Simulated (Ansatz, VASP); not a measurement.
SiC in VASP and in Ansatz

```
CELL_PARAMETERS angstrom
2.93295 0.00000 0.00000
-1.46648 2.54001 0.00000
0.00000 0.00000 5.01065
ATOMIC_POSITIONS crystal
Si 0.33333 0.66667 0.00741
Si 0.66667 0.33333 0.50741
C 0.33333 0.66667 0.37759
C 0.66667 0.33333 0.87759
```

Alike in both runs: functional LDA; k mesh 12 × 12 × 6; occupations gaussian, width 0.05 eV; no spin polarisation.

Ansatz relaxed the structure, and its values are those at the end. VASP's run is a single point on that final structure, the one shown.

```csv
,VASP,Ansatz
version,VASP 6.6.1,Ansatz 0.2.0
potentials or method,"VASP PAW LDA potentials, release 64 (Si, C), cutoff 520 eV","scalar-relativistic, plane waves, PAW"
valence electrons in the cell,16,16
```

|  | VASP | Ansatz | Ansatz less VASP |
| --- | --- | --- | --- |
| gap on the k mesh at the Fermi level (eV) | 1.57 | 1.59 | +0.019 |
| least direct gap on the mesh (eV) | 4.37 | 4.39 | +0.015 |
| pressure (GPa) | 23.2 | 22.8 | -0.41 |

Ansatz warns that its potentials were made for another functional, while VASP's fit it. LDA's correlation is that of Perdew and Zunger in VASP and of Perdew and Wang (1992) in Ansatz. Ansatz's warnings: stress scf threshold loose.
